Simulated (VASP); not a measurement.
# Ir2O3 (Pn-3m) in VASP: notebook

The runs below take Ir2O3 through single point, with PBE.

All numbers are computed with VASP 6.6.1; they aren't measurements. Logs are shortened: lines on timing, memory, paths and dates and some standing lists are left out, and cuts for length are marked.

### 1 The cell of the first run

Symmetry: Pn-3m, No. 224, cubic system. The conventional cell has a = 4.775 Å, b = 4.775 Å, c = 4.775 Å, α = 90.00°, β = 90.00°, γ = 90.00°. Within 2.7 Å of Ir (site symmetry -3m) lie 6 O at 2.07 Å. O (site symmetry -42m) has 4 Ir at 2.07 Å and 4 O at 2.39 Å within 2.7 Å.

### 2 Single point, PBE

The input, INCAR:

```
  ALGO = Normal
  EDIFF = 1E-7
  ENCUT = 520
  GGA = PE
  ISIF = 2
  ISMEAR = -1
  LASPH = True
  LCHARG = True
  LELF = True
  LREAL = False
  LVHAR = True
  LWAVE = False
  NBANDS = 47
  NELM = 100
  PREC = Accurate
  SIGMA = 0.06122561905347299
```

The input, KPOINTS:

```
k-points
0
Gamma
  12 12 12
```

The input, POSCAR:

```
Ir2O3
1.0
    4.7747799545      0.0000000000      0.0000000000
    0.0000000000      4.7747799545      0.0000000000
    0.0000000000      0.0000000000      4.7747799545
Ir O
4 6
Direct
    0.2500000000      0.2500000000      0.2500000000
    0.7500000000      0.7500000000      0.2500000000
    0.7500000000      0.2500000000      0.7500000000
    0.2500000000      0.7500000000      0.7500000000
    0.5000000000      0.0000000000      0.0000000000
    0.0000000000      0.5000000000      0.0000000000
    0.0000000000      0.0000000000      0.5000000000
    0.5000000000      0.5000000000      0.0000000000
    0.5000000000      0.0000000000      0.5000000000
    0.0000000000      0.5000000000      0.5000000000
```

Potentials or basis: VASP PAW PBE potentials, release 64 (Ir, O).

Started as:

```sh
> cat potpaw_PBE.64/Ir/POTCAR potpaw_PBE.64/O/POTCAR > POTCAR
> mpirun -np 1 vasp_std > vasp.out
```

OUTCAR:

```text
EDIFF = 1E-7
   ENCUT = 520
   GGA = PE
   ISIF = 2
   ISMEAR = -1
   LASPH = True
   LREAL = False
   NELM = 100
   PREC = Accurate

 ion  position               nearest neighbor table
   1  0.250  0.250  0.250-   5 2.07   6 2.07   7 2.07   8 2.07   9 2.07  10 2.07   2 3.38   3 3.38
                             4 3.38   3 3.38   4 3.38   2 3.38   4 3.38   4 3.38   2 3.38   3 3.38
   2  0.750  0.750  0.250-   5 2.07   6 2.07   7 2.07   8 2.07   9 2.07  10 2.07   1 3.38   3 3.38
                             4 3.38   3 3.38   4 3.38   1 3.38   3 3.38   3 3.38   1 3.38   4 3.38
   3  0.750  0.250  0.750-   5 2.07   6 2.07   7 2.07   8 2.07   9 2.07  10 2.07   1 3.38   2 3.38
                             4 3.38   1 3.38   2 3.38   2 3.38   4 3.38   2 3.38   1 3.38   4 3.38
   4  0.250  0.750  0.750-   5 2.07   6 2.07   7 2.07   8 2.07   9 2.07  10 2.07   1 3.38   2 3.38
                             3 3.38   1 3.38   2 3.38   1 3.38   3 3.38   1 3.38   2 3.38   3 3.38
   5  0.500  0.000  0.000-   1 2.07   2 2.07   3 2.07   4 2.07
   6  0.000  0.500  0.000-   1 2.07   2 2.07   3 2.07   4 2.07
   7  0.000  0.000  0.500-   1 2.07   2 2.07   3 2.07   4 2.07
   8  0.500  0.500  0.000-   1 2.07   2 2.07   3 2.07   4 2.07
   9  0.500  0.000  0.500-   1 2.07   2 2.07   3 2.07   4 2.07
  10  0.000  0.500  0.500-   1 2.07   2 2.07   3 2.07   4 2.07

  LATTYP: Found a simple cubic cell.
 ALAT       =     4.7747799545

  Lattice vectors:

 A1 = (   4.7747799545,   0.0000000000,   0.0000000000)
 A2 = (   0.0000000000,   4.7747799545,   0.0000000000)
 A3 = (   0.0000000000,   0.0000000000,   4.7747799545)

Analysis of symmetry for initial positions (statically):
=====================================================================
 Subroutine PRICEL returns:
 Original cell was already a primitive cell.

 Routine SETGRP: Setting up the symmetry group for a
 simple cubic supercell.

 Subroutine GETGRP returns: Found 48 space group operations
 (whereof 24 operations were pure point group operations)
 out of a pool of 48 trial point group operations.

The static configuration has the point symmetry T_d .
 The point group associated with its full space group is O_h .

Analysis of symmetry for dynamics (positions and initial velocities):
=====================================================================
 Subroutine PRICEL returns:
 Original cell was already a primitive cell.

 Routine SETGRP: Setting up the symmetry group for a
 simple cubic supercell.

 Subroutine GETGRP returns: Found 48 space group operations
[... 130 lines left out ...]
   PSTRESS=    0.0 pullay stress
   NELECT =      72.0000    total number of electrons
   NUPDOWN=      -1.0000    fix difference up-down
   EMIN   =  10.00;   EMAX   =-10.00  energy-range for DOS
   EFERMI =   0.00;   METHOD = LEGACY
   ISMEAR =    -1;   SIGMA  =   0.06  broadening in eV -4-tet -1-fermi 0-gaus
   EFERMI_NEDOS =   21; number of points for ismear=-14 and -15
   IALGO  =     38    algorithm
   IMIX   =      4    mixing-type and parameters
     AMIX     =   0.40;   BMIX     =  1.00
     AMIX_MAG =   1.60;   BMIX_MAG =  1.00
  volume/ion in A,a.u.               =      10.89        73.46
  Fermi-wavevector in a.u.,A,eV,Ry     =   1.426370  2.695449 27.681493  2.034532
  Thomas-Fermi vector in A             =   2.546655
   LORBIT       =      0    0 simple, 1 ext, 2 COOP (PROOUT), +10 PAW based schemes
   GGA     = PE    functional components
   LHFCALC =     F    Hartree Fock is set to
   AEXX    =    0.0000 exact exchange contribution
   IVDW    =     0    specifies the selected vdW correction
   LEPSILON=     F    determine dielectric tensor
   LRPA    =     F    only Hartree local field effects (RPA)
 non-spin polarized calculation
  energy-cutoff  :      520.00
  volume of cell :      108.86
 maximum number of plane-waves:      3016
 NGX is ok and might be reduce to    36
   NGX = 17   NGY = 17   NGZ = 17

 number of electron      71.9999988 magnetization

 Free energy of the ion-electron system (eV)
  ---------------------------------------------------
  ext. energy  EPLUGINS =         0.00000000
  ---------------------------------------------------
  free energy    TOTEN  =       -68.49270762 eV

  energy without entropy =      -68.48579237  energy(sigma->0) =      -68.48925000

 E-fermi :   7.3170     XC(G=0): -12.4077

 val. band max:        7.1201650503   @ k =   0.0000   0.0000   0.0000
 cond. band min:       7.3994251155   @ k =   0.0000   0.0000   0.0000
 fundamental gap:      0.2792600652
 Fermi energy:         7.3169874952

 k-point     1 :       0.0000    0.0000    0.0000
  band No.  band energies     occupation
      1     -14.9859      2.00000
      2     -13.2793      2.00000
      3     -13.2793      2.00000
      4     -13.0356      2.00000
      5     -13.0356      2.00000
      6     -11.7846      2.00000
[... 1189 lines left out ...]
     46      12.9065      0.00000
     47      14.3760      0.00000

 [... further k-points ...]

------------------------ aborting loop because EDIFF is reached ----------------------------------------

  FORCE on cell =-STRESS in cart. coord.  units (eV):
  Direction    XX          YY          ZZ          XY          YZ          ZX
  --------------------------------------------------------------------------------------
  -------------------------------------------------------------------------------------
  Total        4.7561410      4.7561410      4.7561410      0.0000000     -0.0000000      0.0000000
  in kB       70.0011574     70.0011574     70.0011574      0.0000000     -0.0000000      0.0000000
  external PRESSURE =      70.0011574 kB  Pullay stress =       0.0000000 kB

 VOLUME and BASIS-vectors are now :
 -----------------------------------------------------------------------------
  energy-cutoff  :      520.00
  volume of cell :      108.86
      direct lattice vectors                 reciprocal lattice vectors
     4.774779954  0.000000000  0.000000000     0.209433735  0.000000000  0.000000000
     0.000000000  4.774779954  0.000000000     0.000000000  0.209433735  0.000000000
     0.000000000  0.000000000  4.774779954     0.000000000  0.000000000  0.209433735

 POSITION                                       TOTAL-FORCE (eV/Angst)
 -----------------------------------------------------------------------------------
      1.19369      1.19369      1.19369        -0.000000      0.000000     -0.000000
      3.58108      3.58108      1.19369         0.000000     -0.000000     -0.000000
      3.58108      1.19369      3.58108         0.000000     -0.000000      0.000000
      1.19369      3.58108      3.58108         0.000000     -0.000000     -0.000000
      2.38739      0.00000      0.00000        -0.000000      0.000000      0.000000
      0.00000      2.38739      0.00000        -0.000000      0.000000      0.000000
      0.00000      0.00000      2.38739        -0.000000      0.000000      0.000000
      2.38739      2.38739      0.00000        -0.000000      0.000000      0.000000
      2.38739      0.00000      2.38739        -0.000000      0.000000      0.000000
      0.00000      2.38739      2.38739        -0.000000      0.000000      0.000000
 -----------------------------------------------------------------------------------
    total drift:                               -0.000000      0.000000     -0.000000

  FREE ENERGIE OF THE ION-ELECTRON SYSTEM (eV)
  ---------------------------------------------------
  free  energy   TOTEN  =       -68.4927076187 eV

  energy  without entropy=      -68.4857923716  energy(sigma->0) =      -68.48925000
```

Run time: 4.1 min. Hardware: 1 thread of Intel Xeon 6975P-C (Granite Rapids), shared host; peak memory 0.42 GiB.

Results:

- Free energy: -68.4927 eV
- Pressure: 7.0 GPa
- Band gap on the k mesh: 0.28 eV

Caveat: the cell stands under pressure; spin-orbit coupling is left out, which moves the levels of the heavy elements. A k mesh can miss the band edges.

### 3 Single point, PBE

The input, INCAR:

```
SYSTEM = Ir2O3
PREC     = Accurate       ! precision mode
ENCUT    = 520            ! plane-wave cutoff, eV
EDIFF    = 1E-7           ! SCF threshold, eV
ISMEAR   = -1             ! smearing method
SIGMA    = 0.06122561905347299 ! smearing width, eV
LREAL    = .False.        ! projectors in reciprocal space
LASPH    = .True.         ! aspherical terms in the spheres
NELM     = 80             ! most SCF steps
ALGO     = Normal         ! electronic algorithm
ISIF     = 2              ! what is computed and relaxed
LWAVE    = .False.        ! write WAVECAR
LCHARG   = .False.        ! write CHGCAR
GGA      = PE             ! functional
NBANDS   = 47             ! bands
```

The input, KPOINTS:

```
regular mesh
0
Gamma
  12 12 12
  0 0 0
```

POSCAR is that of step 2.

Potentials or basis: VASP PAW PBE potentials, release 64 (Ir, O).

Started as:

```sh
> cat potpaw_PBE.64/Ir/POTCAR potpaw_PBE.64/O/POTCAR > POTCAR
> mpirun -np 1 vasp_std > vasp.out
```

OUTCAR:

```text
SYSTEM = Ir2O3
   PREC = Accurate
   ENCUT = 520
   EDIFF = 1E-7
   ISMEAR = -1
   LREAL = .False.
   LASPH = .True.
   NELM = 80
   ISIF = 2
   GGA = PE

 ion  position               nearest neighbor table
   1  0.250  0.250  0.250-   5 2.07   6 2.07   7 2.07   8 2.07   9 2.07  10 2.07   2 3.38   3 3.38
                             4 3.38   3 3.38   4 3.38   2 3.38   4 3.38   4 3.38   2 3.38   3 3.38
   2  0.750  0.750  0.250-   5 2.07   6 2.07   7 2.07   8 2.07   9 2.07  10 2.07   1 3.38   3 3.38
                             4 3.38   3 3.38   4 3.38   1 3.38   3 3.38   3 3.38   1 3.38   4 3.38
   3  0.750  0.250  0.750-   5 2.07   6 2.07   7 2.07   8 2.07   9 2.07  10 2.07   1 3.38   2 3.38
                             4 3.38   1 3.38   2 3.38   2 3.38   4 3.38   2 3.38   1 3.38   4 3.38
   4  0.250  0.750  0.750-   5 2.07   6 2.07   7 2.07   8 2.07   9 2.07  10 2.07   1 3.38   2 3.38
                             3 3.38   1 3.38   2 3.38   1 3.38   3 3.38   1 3.38   2 3.38   3 3.38
   5  0.500  0.000  0.000-   1 2.07   2 2.07   3 2.07   4 2.07
   6  0.000  0.500  0.000-   1 2.07   2 2.07   3 2.07   4 2.07
   7  0.000  0.000  0.500-   1 2.07   2 2.07   3 2.07   4 2.07
   8  0.500  0.500  0.000-   1 2.07   2 2.07   3 2.07   4 2.07
   9  0.500  0.000  0.500-   1 2.07   2 2.07   3 2.07   4 2.07
  10  0.000  0.500  0.500-   1 2.07   2 2.07   3 2.07   4 2.07

  LATTYP: Found a simple cubic cell.
 ALAT       =     4.7747799545

  Lattice vectors:

 A1 = (   4.7747799545,   0.0000000000,   0.0000000000)
 A2 = (   0.0000000000,   4.7747799545,   0.0000000000)
 A3 = (   0.0000000000,   0.0000000000,   4.7747799545)

Analysis of symmetry for initial positions (statically):
=====================================================================
 Subroutine PRICEL returns:
 Original cell was already a primitive cell.

 Routine SETGRP: Setting up the symmetry group for a
 simple cubic supercell.

 Subroutine GETGRP returns: Found 48 space group operations
 (whereof 24 operations were pure point group operations)
 out of a pool of 48 trial point group operations.

The static configuration has the point symmetry T_d .
 The point group associated with its full space group is O_h .

Analysis of symmetry for dynamics (positions and initial velocities):
=====================================================================
 Subroutine PRICEL returns:
 Original cell was already a primitive cell.

 Routine SETGRP: Setting up the symmetry group for a
 simple cubic supercell.

 Subroutine GETGRP returns: Found 48 space group operations
 (whereof 24 operations were pure point group operations)
 out of a pool of 48 trial point group operations.

The dynamic configuration has the point symmetry T_d .
 The point group associated with its full space group is O_h .

 Subroutine INISYM returns: Found 48 space group operations
 (whereof 24 operations are pure point group operations),
 and found     1 'primitive' translations

----------------------------------------------------------------------------------------

                                     Primitive cell

  volume of cell :     108.8579

  direct lattice vectors                    reciprocal lattice vectors
     4.774779954  0.000000000  0.000000000     0.209433735  0.000000000  0.000000000
     0.000000000  4.774779954  0.000000000     0.000000000  0.209433735  0.000000000
     0.000000000  0.000000000  4.774779954     0.000000000  0.000000000  0.209433735

[... 83 lines left out ...]
   total plane-waves  NPLWV =  46656
   dimension x,y,z NGX =    36 NGY =   36 NGZ =   36
   dimension x,y,z NGXF=    72 NGYF=   72 NGZF=   72
   ions per type =               4   6
   NGX,Y,Z   is equivalent  to a cutoff of  12.53, 12.53, 12.53 a.u.
   NGXF,Y,Z  is equivalent  to a cutoff of  25.07, 25.07, 25.07 a.u.
 SYSTEM =  Ir2O3
   PREC   = accura    normal or accurate (medium, high low for compatibility)
   ISTART =      0    job   : 0-new  1-cont  2-samecut
   ICHARG =      2    charge: 1-file 2-atom 10-const
   ISPIN  =      1    spin polarized calculation?
   LNONCOLLINEAR =      F non collinear calculations
   LSORBIT =      F    spin-orbit coupling
   LASPH  =      T    aspherical Exc in radial PAW
   ENCUT  =  520.0 eV  38.22 Ry    6.18 a.u.   8.88  8.88  8.88*2*pi/ulx,y,z
   NELM   =     80;   NELMIN=  2; NELMDL= -5     # of ELM steps
   EDIFF  = 0.1E-06   stopping-criterion for ELM
   LREAL  =      F    real-space projection
   EDIFFG = 0.1E-05   stopping-criterion for IOM
   NSW    =      0    number of steps for IOM
   IBRION =     -1    ionic relax: 0-MD 1-quasi-New 2-CG
   NFREE  =      0    steps in history (QN), initial steepest desc. (CG)
   ISIF   =      2    stress and relaxation
   ISYM   =      2    0-nonsym 1-usesym 2-fastsym
   POTIM  = 0.5000    time-step for ionic-motion
   TEBEG  =    0.0;   TEEND  =   0.0 temperature during run
   PSTRESS=    0.0 pullay stress
   NELECT =      72.0000    total number of electrons
   NUPDOWN=      -1.0000    fix difference up-down
   EMIN   =  10.00;   EMAX   =-10.00  energy-range for DOS
   EFERMI =   0.00;   METHOD = LEGACY
   ISMEAR =    -1;   SIGMA  =   0.06  broadening in eV -4-tet -1-fermi 0-gaus
   EFERMI_NEDOS =   21; number of points for ismear=-14 and -15
   IALGO  =     38    algorithm
   IMIX   =      4    mixing-type and parameters
     AMIX     =   0.40;   BMIX     =  1.00
     AMIX_MAG =   1.60;   BMIX_MAG =  1.00
  volume/ion in A,a.u.               =      10.89        73.46
  Fermi-wavevector in a.u.,A,eV,Ry     =   1.426370  2.695449 27.681493  2.034532
  Thomas-Fermi vector in A             =   2.546655
   LORBIT       =      0    0 simple, 1 ext, 2 COOP (PROOUT), +10 PAW based schemes
   GGA     = PE    functional components
   LHFCALC =     F    Hartree Fock is set to
   AEXX    =    0.0000 exact exchange contribution
   IVDW    =     0    specifies the selected vdW correction
   LEPSILON=     F    determine dielectric tensor
   LRPA    =     F    only Hartree local field effects (RPA)
 non-spin polarized calculation
  energy-cutoff  :      520.00
  volume of cell :      108.86
 maximum number of plane-waves:      3016
 NGX is ok and might be reduce to    36
   NGX = 17   NGY = 17   NGZ = 17

 number of electron      71.9999988 magnetization

 Free energy of the ion-electron system (eV)
  ---------------------------------------------------
  ext. energy  EPLUGINS =         0.00000000
  ---------------------------------------------------
  free energy    TOTEN  =       -68.49270762 eV

  energy without entropy =      -68.48579237  energy(sigma->0) =      -68.48925000

 E-fermi :   7.3170     XC(G=0): -12.4077

 val. band max:        7.1201650503   @ k =   0.0000   0.0000   0.0000
 cond. band min:       7.3994251155   @ k =   0.0000   0.0000   0.0000
 fundamental gap:      0.2792600652
 Fermi energy:         7.3169874952

 k-point     1 :       0.0000    0.0000    0.0000
  band No.  band energies     occupation
      1     -14.9859      2.00000
      2     -13.2793      2.00000
      3     -13.2793      2.00000
      4     -13.0356      2.00000
      5     -13.0356      2.00000
      6     -11.7846      2.00000
[... 1189 lines left out ...]
     46      12.9065      0.00000
     47      14.3760      0.00000

 [... further k-points ...]

------------------------ aborting loop because EDIFF is reached ----------------------------------------

  FORCE on cell =-STRESS in cart. coord.  units (eV):
  Direction    XX          YY          ZZ          XY          YZ          ZX
  --------------------------------------------------------------------------------------
  -------------------------------------------------------------------------------------
  Total        4.7561410      4.7561410      4.7561410      0.0000000     -0.0000000      0.0000000
  in kB       70.0011574     70.0011574     70.0011574      0.0000000     -0.0000000      0.0000000
  external PRESSURE =      70.0011574 kB  Pullay stress =       0.0000000 kB

 VOLUME and BASIS-vectors are now :
 -----------------------------------------------------------------------------
  energy-cutoff  :      520.00
  volume of cell :      108.86
      direct lattice vectors                 reciprocal lattice vectors
     4.774779954  0.000000000  0.000000000     0.209433735  0.000000000  0.000000000
     0.000000000  4.774779954  0.000000000     0.000000000  0.209433735  0.000000000
     0.000000000  0.000000000  4.774779954     0.000000000  0.000000000  0.209433735

 POSITION                                       TOTAL-FORCE (eV/Angst)
 -----------------------------------------------------------------------------------
      1.19369      1.19369      1.19369        -0.000000      0.000000     -0.000000
      3.58108      3.58108      1.19369         0.000000     -0.000000     -0.000000
      3.58108      1.19369      3.58108         0.000000     -0.000000      0.000000
      1.19369      3.58108      3.58108         0.000000     -0.000000     -0.000000
      2.38739      0.00000      0.00000        -0.000000      0.000000      0.000000
      0.00000      2.38739      0.00000        -0.000000      0.000000      0.000000
      0.00000      0.00000      2.38739        -0.000000      0.000000      0.000000
      2.38739      2.38739      0.00000        -0.000000      0.000000      0.000000
      2.38739      0.00000      2.38739        -0.000000      0.000000      0.000000
      0.00000      2.38739      2.38739        -0.000000      0.000000      0.000000
 -----------------------------------------------------------------------------------
    total drift:                               -0.000000      0.000000     -0.000000

  FREE ENERGIE OF THE ION-ELECTRON SYSTEM (eV)
  ---------------------------------------------------
  free  energy   TOTEN  =       -68.4927076187 eV

  energy  without entropy=      -68.4857923716  energy(sigma->0) =      -68.48925000
```

Run time: 4.5 min. Hardware: 1 thread of Intel Xeon 6975P-C (Granite Rapids), shared host; peak memory 0.42 GiB.

Results:

- Free energy: -68.4927 eV
- Pressure: 7.0 GPa
- Band gap on the k mesh: 0.28 eV

Caveat: the cell stands under pressure; spin-orbit coupling is left out, which moves the levels of the heavy elements. A k mesh can miss the band edges.
